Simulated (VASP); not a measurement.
AlGa3P4: single point with PBE

AlGa3P4:

```
Al P Ga
1.0
    -2.75357    2.75357    5.50713
     2.75357   -2.75357    5.50713
     2.75357    2.75357   -5.50713
Al P Ga
1 4 3
Direct
  0.00000 0.00000 0.00000
  0.37434 0.37434 0.49920
  0.12486 0.62566 0.00000
  0.87514 0.87514 0.50080
  0.62566 0.12486 0.00000
  0.75000 0.25000 0.50000
  0.50000 0.50000 0.00000
  0.25000 0.75000 0.50000
```

```json
{"Program": "VASP 6.6.1", "Task": "single point", "Functional": "PBE", "Potentials or basis": "VASP PAW PBE potentials, release 64 (Al, P, Ga_d)", "Cutoff": "520 eV", "k mesh": "6 × 6 × 6", "Occupations": "fermi-dirac, width 0.02 eV", "Spin": "no spin polarisation"}
```

```yaml
Pressure: 0.0 GPa
Largest_force: 0.005 eV/Å
Band_gap_on_the_k_mesh: 1.63 eV (least direct gap 1.71 eV)
```

Forces in eV/Å, atoms in the order of the input:
```
Al   0.000  0.000  0.000
P   -0.003 -0.003 -0.003
P    0.003 -0.003  0.003
P    0.003  0.003 -0.003
P   -0.003  0.003  0.003
Ga   0.000  0.000  0.000
Ga   0.000  0.000  0.000
Ga   0.000  0.000  0.000
```

Levels at points of the mesh, in eV from the valence-band top:
```tsv
k point	band 27	band 28	band 29	band 30	band 31	band 32	band 33	band 34	band 35	band 36
(0.00, 0.00, 0.00)	-2.44	-2.44	-0.01	0.00	0.00	1.71	1.78	2.14	4.06	4.06
(0.50, 0.00, 0.00)	-2.16	-2.11	-2.09	-1.17	-1.08	3.25	3.30	3.67	3.84	4.11
(0.50, 0.50, 0.00)	-1.06	-1.01	-1.01	-0.95	-0.94	1.63	2.00	3.23	3.45	4.64
(0.50, 0.50, 0.50)	-2.43	-1.57	-1.57	-1.45	-1.45	1.70	1.70	1.75	2.00	2.27
```

Wall time 2.4 min on 1 thread of Intel(R) Xeon(R) 6975P-C (Granite Rapids), with other jobs on the host, peak memory 0.44 GiB.

A k mesh can miss the band edges.
